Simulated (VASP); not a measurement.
# Cd (P6_3/mmc) in VASP: a series of runs

Cd is run at these levels: PBE; tasks: single point.

Everything below comes from runs of VASP 6.6.1. Logs are shortened: lines on timing, memory, paths and dates and some standing lists are left out, and cuts for length are marked.

## (1) The cell of the first run

The structure is hexagonal, space group P6_3/mmc (No. 194). Conventional cell: a = 3.204 Å, b = 3.204 Å, c = 5.095 Å, α = 90.00°, β = 90.00°, γ = 120.00°. Cd (site symmetry -6m2) has 12 Cd at 3.15 to 3.20 Å within 4.1 Å.

## (2) Single point, PBE

File INCAR:

```
PREC = Accurate
ENCUT = 520
EDIFF = 1E-6
ISMEAR = -1
SIGMA = 0.05
LREAL = F
LASPH = T
NELM = 100
ALGO = Normal
ISIF = 2
LWAVE = F
LCHARG = F
GGA = PE
NBANDS = 19
```

File KPOINTS:

```
regular mesh
0
Gamma
  15 15 8
```

File POSCAR:

```
Cd
1.0
    3.2037655643      0.0000000000      0.0000000000
   -1.6018827821      2.7745423664      0.0000000000
    0.0000000000      0.0000000000      5.0946771172
Cd
2
Direct
    0.3333333333      0.6666666667      0.2500000000
    0.6666666667      0.3333333333      0.7500000000
```

Potentials or basis: VASP PAW PBE potentials, release 64 (Cd).

The run is started by

```
$ cat potpaw_PBE.64/Cd/POTCAR > POTCAR
$ mpirun -np 1 vasp_std > vasp.out
```

OUTCAR:

```text
PREC = Accurate
   ENCUT = 520
   EDIFF = 1E-6
   ISMEAR = -1
   LREAL = F
   LASPH = T
   NELM = 100
   ISIF = 2
   GGA = PE

 ion  position               nearest neighbor table
   1  0.333  0.667  0.250-   2 3.15   2 3.15   2 3.15   2 3.15   2 3.15   2 3.15
   2  0.667  0.333  0.750-   1 3.15   1 3.15   1 3.15   1 3.15   1 3.15   1 3.15

  LATTYP: Found a hexagonal cell.
 ALAT       =     3.2037655643
 C/A-ratio  =     1.5902153310

  Lattice vectors:

 A1 = (   3.2037655643,   0.0000000000,   0.0000000000)
 A2 = (  -1.6018827821,   2.7745423664,   0.0000000000)
 A3 = (   0.0000000000,   0.0000000000,   5.0946771172)

Analysis of symmetry for initial positions (statically):
=====================================================================
 Subroutine PRICEL returns:
 Original cell was already a primitive cell.

 Routine SETGRP: Setting up the symmetry group for a
 hexagonal supercell.

 Subroutine GETGRP returns: Found 24 space group operations
 (whereof 12 operations were pure point group operations)
 out of a pool of 24 trial point group operations.

The static configuration has the point symmetry D_3d.
 The point group associated with its full space group is D_6h.

Analysis of symmetry for dynamics (positions and initial velocities):
=====================================================================
 Subroutine PRICEL returns:
 Original cell was already a primitive cell.

 Routine SETGRP: Setting up the symmetry group for a
 hexagonal supercell.

 Subroutine GETGRP returns: Found 24 space group operations
 (whereof 12 operations were pure point group operations)
 out of a pool of 24 trial point group operations.

The dynamic configuration has the point symmetry D_3d.
 The point group associated with its full space group is D_6h.

 Subroutine INISYM returns: Found 24 space group operations
 (whereof 12 operations are pure point group operations),
 and found     1 'primitive' translations

----------------------------------------------------------------------------------------

                                     Primitive cell

  volume of cell :      45.2865

  direct lattice vectors                    reciprocal lattice vectors
     3.203765564  0.000000000  0.000000000     0.312132701  0.180209899  0.000000000
    -1.601882782  2.774542366  0.000000000     0.000000000  0.360419798  0.000000000
     0.000000000  0.000000000  5.094677117     0.000000000  0.000000000  0.196283293

  length of vectors
     3.203765564  3.203765564  5.094677117     0.360419798  0.360419798  0.196283293

  position of ions in fractional coordinates (direct lattice)
     0.333333333  0.666666667  0.250000000
     0.666666667  0.333333333  0.750000000

  ion indices of the primitive-cell ions
   primitive index   ion index
                 1           1
                 2           2

----------------------------------------------------------------------------------------

 KPOINTS: regular mesh

Automatic generation of k-mesh.
 Grid dimensions read from file:
 generate k-points for:   15   15    8

 Generating k-lattice:

  Cartesian coordinates                     Fractional coordinates (reciprocal lattice)
     0.020808847  0.012013993  0.000000000     0.066666667 -0.000000000  0.000000000
     0.000000000  0.024027987  0.000000000     0.000000000  0.066666667  0.000000000
     0.000000000  0.000000000  0.024535412     0.000000000  0.000000000  0.125000000

  Length of vectors
     0.024027987  0.024027987  0.024535412

  Shift w.r.t. Gamma in fractional coordinates (k-lattice)
     0.000000000  0.000000000  0.000000000

 Subroutine IBZKPT returns following result:
 ===========================================

 Found    135 irreducible k-points:

 Following reciprocal coordinates:
            Coordinates               Weight
  0.000000  0.000000  0.000000      1.000000
  0.066667  0.000000  0.000000      6.000000
  0.133333  0.000000  0.000000      6.000000
  0.200000 -0.000000  0.000000      6.000000
  0.266667  0.000000  0.000000      6.000000
  0.333333 -0.000000  0.000000      6.000000
[... 16 lines left out ...]
  0.333333  0.200000  0.000000     12.000000
  0.400000  0.200000  0.000000      6.000000
 [... further k-points ...]
   k-points           NKPTS =    135   k-points in BZ     NKDIM =    135   number of bands    NBANDS=     19
   number of dos      NEDOS =    301   number of ions     NIONS =      2
   total plane-waves  NPLWV =  23040
   dimension x,y,z NGX =    24 NGY =   24 NGZ =   40
   dimension x,y,z NGXF=    48 NGYF=   48 NGZF=   80
   ions per type =               2
   NGX,Y,Z   is equivalent  to a cutoff of  12.45, 12.45, 13.05 a.u.
   NGXF,Y,Z  is equivalent  to a cutoff of  24.91, 24.91, 26.11 a.u.
 SYSTEM =  unknown system
   PREC   = accura    normal or accurate (medium, high low for compatibility)
   ISTART =      0    job   : 0-new  1-cont  2-samecut
   ICHARG =      2    charge: 1-file 2-atom 10-const
   ISPIN  =      1    spin polarized calculation?
   LNONCOLLINEAR =      F non collinear calculations
   LSORBIT =      F    spin-orbit coupling
   LASPH  =      T    aspherical Exc in radial PAW
   ENCUT  =  520.0 eV  38.22 Ry    6.18 a.u.   5.96  5.96  9.47*2*pi/ulx,y,z
   NELM   =    100;   NELMIN=  2; NELMDL= -5     # of ELM steps
   EDIFF  = 0.1E-05   stopping-criterion for ELM
   LREAL  =      F    real-space projection
   EDIFFG = 0.1E-04   stopping-criterion for IOM
   NSW    =      0    number of steps for IOM
   IBRION =     -1    ionic relax: 0-MD 1-quasi-New 2-CG
   NFREE  =      0    steps in history (QN), initial steepest desc. (CG)
   ISIF   =      2    stress and relaxation
   ISYM   =      2    0-nonsym 1-usesym 2-fastsym
   POTIM  = 0.5000    time-step for ionic-motion
   TEBEG  =    0.0;   TEEND  =   0.0 temperature during run
   PSTRESS=    0.0 pullay stress
   NELECT =      24.0000    total number of electrons
   NUPDOWN=      -1.0000    fix difference up-down
   EMIN   =  10.00;   EMAX   =-10.00  energy-range for DOS
   EFERMI =   0.00;   METHOD = LEGACY
   ISMEAR =    -1;   SIGMA  =   0.05  broadening in eV -4-tet -1-fermi 0-gaus
   EFERMI_NEDOS =   21; number of points for ismear=-14 and -15
   IALGO  =     38    algorithm
   IMIX   =      4    mixing-type and parameters
     AMIX     =   0.40;   BMIX     =  1.00
     AMIX_MAG =   1.60;   BMIX_MAG =  1.00
  volume/ion in A,a.u.               =      22.64       152.80
  Fermi-wavevector in a.u.,A,eV,Ry     =   1.324816  2.503540 23.880105  1.755138
  Thomas-Fermi vector in A             =   2.454323
   LORBIT       =      0    0 simple, 1 ext, 2 COOP (PROOUT), +10 PAW based schemes
   GGA     = PE    functional components
   LHFCALC =     F    Hartree Fock is set to
   AEXX    =    0.0000 exact exchange contribution
   IVDW    =     0    specifies the selected vdW correction
   LEPSILON=     F    determine dielectric tensor
   LRPA    =     F    only Hartree local field effects (RPA)
 non-spin polarized calculation
  energy-cutoff  :      520.00
  volume of cell :       45.29
 maximum number of plane-waves:      1242
 NGX is ok and might be reduce to    24
   NGX = 11   NGY = 11   NGZ = 19

 number of electron      23.9999994 magnetization

 Free energy of the ion-electron system (eV)
  ---------------------------------------------------
  ext. energy  EPLUGINS =         0.00000000
  ---------------------------------------------------
  free energy    TOTEN  =        -1.47034501 eV

  energy without entropy =       -1.46493207  energy(sigma->0) =       -1.46763854

 E-fermi :   2.6829     XC(G=0): -10.7966

 val. band max:        2.6047219564   @ k =   0.2667   0.0000   0.0000
 cond. band min:       2.6837563816   @ k =   0.3333   0.2667   0.3750
 fundamental gap:      0.0790344252
 Fermi energy:         2.6828701957

 k-point     1 :       0.0000    0.0000    0.0000
  band No.  band energies     occupation
      1      -6.9163      2.00000
      2      -6.4327      2.00000
      3      -6.4198      2.00000
      4      -6.4198      2.00000
      5      -6.3258      2.00000
      6      -6.3258      2.00000
[... 11 lines left out ...]
     18      16.3028      0.00000
     19      16.7834      0.00000

 k-point     2 :       0.0667    0.0000    0.0000
  band No.  band energies     occupation
      1      -6.8914      2.00000
      2      -6.4821      2.00000
      3      -6.3920      2.00000
      4      -6.3702      2.00000
      5      -6.3321      2.00000
      6      -6.3006      2.00000
[... 11 lines left out ...]
     18      17.0750      0.00000
     19      17.5091      0.00000

 k-point     3 :       0.1333    0.0000    0.0000
  band No.  band energies     occupation
      1      -6.8358      2.00000
      2      -6.5341      2.00000
      3      -6.3614      2.00000
      4      -6.3183      2.00000
      5      -6.3128      2.00000
      6      -6.3019      2.00000
[... 11 lines left out ...]
     18      16.6688      0.00000
     19      17.8606      0.00000

 k-point     4 :       0.2000   -0.0000    0.0000
  band No.  band energies     occupation
      1      -6.8144      2.00000
      2      -6.5566      2.00000
      3      -6.4199      2.00000
      4      -6.3850      2.00000
      5      -6.3460      2.00000
      6      -6.2225      2.00000
[... 11 lines left out ...]
     18      14.6951      0.00000
     19      17.2657      0.00000

 k-point     5 :       0.2667    0.0000    0.0000
  band No.  band energies     occupation
      1      -6.8634      2.00000
      2      -6.5830      2.00000
      3      -6.5516      2.00000
      4      -6.4014      2.00000
      5      -6.3457      2.00000
      6      -6.1256      2.00000
[... 11 lines left out ...]
     18      13.6124      0.00000
     19      16.4602      0.00000

 k-point     6 :       0.3333   -0.0000    0.0000
  band No.  band energies     occupation
      1      -6.9356      2.00000
      2      -6.6824      2.00000
      3      -6.6380      2.00000
      4      -6.4510      2.00000
      5      -6.2690      2.00000
      6      -6.1524      2.00000
[... 11 lines left out ...]
     18      13.3479      0.00000
     19      15.6650      0.00000

 k-point     7 :       0.4000    0.0000    0.0000
  band No.  band energies     occupation
      1      -6.9967      2.00000
      2      -6.7837      2.00000
      3      -6.6885      2.00000
      4      -6.4880      2.00000
      5      -6.2083      2.00000
      6      -6.1938      2.00000
[... 11 lines left out ...]
     18      13.1864      0.00000
     19      15.1037      0.00000

 k-point     8 :       0.4667    0.0000    0.0000
  band No.  band energies     occupation
      1      -7.0307      2.00000
      2      -6.8380      2.00000
      3      -6.7173      2.00000
      4      -6.5076      2.00000
      5      -6.2145      2.00000
      6      -6.1767      2.00000
[... 256 lines left out ...]
 k-point    20 :       0.4000    0.1333    0.0000
  band No.  band energies     occupation
      1      -6.9175      2.00000
      2      -6.8518      2.00000
      3      -6.6321      2.00000
      4      -6.4914      2.00000
      5      -6.2409      2.00000
      6      -6.1699      2.00000
[... 11 lines left out ...]
     18      12.5829      0.00000
     19      13.2565      0.00000

 k-point    21 :       0.2000    0.2000    0.0000
  band No.  band energies     occupation
      1      -6.6965      2.00000
      2      -6.6950      2.00000
      3      -6.6883      2.00000
      4      -6.4650      2.00000
      5      -6.2412      2.00000
      6      -6.1565      2.00000
[... 11 lines left out ...]
     18      12.0089      0.00000
     19      12.9718      0.00000

 k-point    22 :       0.2667    0.2000    0.0000
  band No.  band energies     occupation
      1      -6.7897      2.00000
      2      -6.7453      2.00000
      3      -6.6251      2.00000
      4      -6.4752      2.00000
      5      -6.2128      2.00000
      6      -6.2036      2.00000
[... 11 lines left out ...]
     18      11.3708      0.00000
     19      12.3326      0.00000

 k-point    23 :       0.3333    0.2000    0.0000
  band No.  band energies     occupation
      1      -6.8515      2.00000
      2      -6.7831      2.00000
      3      -6.5811      2.00000
      4      -6.4712      2.00000
      5      -6.2602      2.00000
      6      -6.1779      2.00000
[... 11 lines left out ...]
     18      11.0428      0.00000
     19      12.0330      0.00000

 k-point    24 :       0.4000    0.2000    0.0000
  band No.  band energies     occupation
      1      -6.8730      2.00000
      2      -6.7966      2.00000
      3      -6.5670      2.00000
      4      -6.4664      2.00000
      5      -6.2801      2.00000
      6      -6.1548      2.00000
[... 11 lines left out ...]
     18      10.9322      0.00000
     19      11.9388      0.00000

 [... further k-points ...]

------------------------ aborting loop because EDIFF is reached ----------------------------------------

  FORCE on cell =-STRESS in cart. coord.  units (eV):
  Direction    XX          YY          ZZ          XY          YZ          ZX
  --------------------------------------------------------------------------------------
  -------------------------------------------------------------------------------------
  Total        0.0694778      0.0694778      0.0684744      0.0000000     -0.0000000      0.0000000
  in kB        2.4580337      2.4580337      2.4225352      0.0000000     -0.0000000      0.0000000
  external PRESSURE =       2.4462009 kB  Pullay stress =       0.0000000 kB

 VOLUME and BASIS-vectors are now :
 -----------------------------------------------------------------------------
  energy-cutoff  :      520.00
  volume of cell :       45.29
      direct lattice vectors                 reciprocal lattice vectors
     3.203765564  0.000000000  0.000000000     0.312132701  0.180209899  0.000000000
    -1.601882782  2.774542366  0.000000000     0.000000000  0.360419798  0.000000000
     0.000000000  0.000000000  5.094677117     0.000000000  0.000000000  0.196283293

 POSITION                                       TOTAL-FORCE (eV/Angst)
 -----------------------------------------------------------------------------------
     -0.00000      1.84969      1.27367         0.000000      0.000000      0.000000
      1.60188      0.92485      3.82101        -0.000000     -0.000000      0.000000
 -----------------------------------------------------------------------------------
    total drift:                               -0.000000      0.000000      0.000000

  FREE ENERGIE OF THE ION-ELECTRON SYSTEM (eV)
  ---------------------------------------------------
  free  energy   TOTEN  =        -1.4703450078 eV

  energy  without entropy=       -1.4649320677  energy(sigma->0) =       -1.46763854
```

It took 58 s on 1 thread of Intel Xeon Platinum 8259CL at 2.50GHz (Skylake/Cascade Lake), shared host; peak memory 0.22 GiB.

What came out:

```
Free energy            : -1.4703 eV
Pressure               : 0.2 GPa
Band gap on the k mesh : zero (band 12 reaches 3.87 eV, above the bottom of band 13 at 1.51 eV)
```

## (3) Single point, PBE

File INCAR:

```
ALGO     = Normal         # electronic algorithm
EDIFF    = 1E-6           # SCF threshold, eV
ENCUT    = 520            # plane-wave cutoff, eV
GGA      = PE             # functional
ISIF     = 2              # what is computed and relaxed
ISMEAR   = -1             # smearing method
LASPH    = True           # aspherical terms in the spheres
LCHARG   = False          # write CHGCAR
LREAL    = False          # projectors in reciprocal space
LWAVE    = False          # write WAVECAR
NBANDS   = 19             # bands
NELM     = 60             # most SCF steps
PREC     = Accurate       # precision mode
SIGMA    = 0.05           # smearing width, eV
```

File KPOINTS:

```
k-points
0
Gamma
  15 15 8
```

File POSCAR:

```
Cd
1.0
    3.2037655643      0.0000000000      0.0000000000
   -1.6018827822      2.7745423664      0.0000000000
    0.0000000000      0.0000000000      5.0946771172
Cd
2
Direct
    0.3333333333      0.6666666667      0.2500000000
    0.6666666667      0.3333333333      0.7500000000
```

Potentials or basis: VASP PAW PBE potentials, release 64 (Cd).

The run is started by

```
$ cat potpaw_PBE.64/Cd/POTCAR > POTCAR
$ mpirun -np 1 vasp_std > vasp.out
```

It took 52 s on 1 thread of Intel Xeon Platinum 8259CL at 2.50GHz (Skylake/Cascade Lake), shared host; peak memory 0.22 GiB.

The run converged. Its results:

```yaml
Free_energy: -1.4703 eV
Pressure: 0.2 GPa
Band_gap_on_the_k_mesh: zero (band 12 reaches 3.87 eV, above the bottom of band 13 at 1.51 eV)
```

Levels at points of the mesh, in eV from the Fermi level:
```tsv
k point	band 8	band 9	band 10	band 11	band 12	band 13	band 14	band 15	band 16	band 17
(0.00, 0.00, 0.00)	-8.92	-8.63	-8.44	-8.44	-2.15	-1.17	11.65	11.65	12.72	13.62
(0.00, 0.00, 0.50)	-8.59	-8.59	-8.59	-6.89	-6.89	6.48	6.48	12.89	12.89	12.89
```
